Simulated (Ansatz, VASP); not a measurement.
One calculation of NaCl, two programs

```xyz
2
Lattice="0.0000 2.8479 2.8479 2.8479 0.0000 2.8479 2.8479 2.8479 0.0000" Properties=species:S:1:pos:R:3 pbc="T T T"
Na    0.0000    0.0000    0.0000
Cl    2.8479    2.8479    2.8479
```

Alike in both runs: functional PBE; k mesh 8 × 8 × 8; occupations gaussian, width 0.02 eV; no spin polarisation.

Ansatz relaxed the structure, and its values are those at the end. VASP's run is a single point on that final structure, the one shown.

|  | VASP | Ansatz |
| --- | --- | --- |
| version | VASP 6.6.1 | Ansatz 0.2.0 |
| potentials or method | VASP PAW PBE potentials, release 64 (Na_pv, Cl), cutoff 500 eV | scalar-relativistic, plane waves, PAW |
| valence electrons in the cell | 14 | 16 |

|  | VASP | Ansatz | Ansatz less VASP |
| --- | --- | --- | --- |
| gap on the k mesh at the Fermi level (eV) | 4.99 | 5.00 | +0.001 |
| least direct gap on the mesh (eV) | 4.99 | 5.00 | +0.001 |
| pressure (GPa) | 0.0 | 0.0 | +0.05 |

The functional is the same, so the differences come from potentials, cutoffs and numerics. VASP's potentials hold 14 valence electrons a cell and Ansatz's 16, so a difference there can come from the potentials and not from the codes.
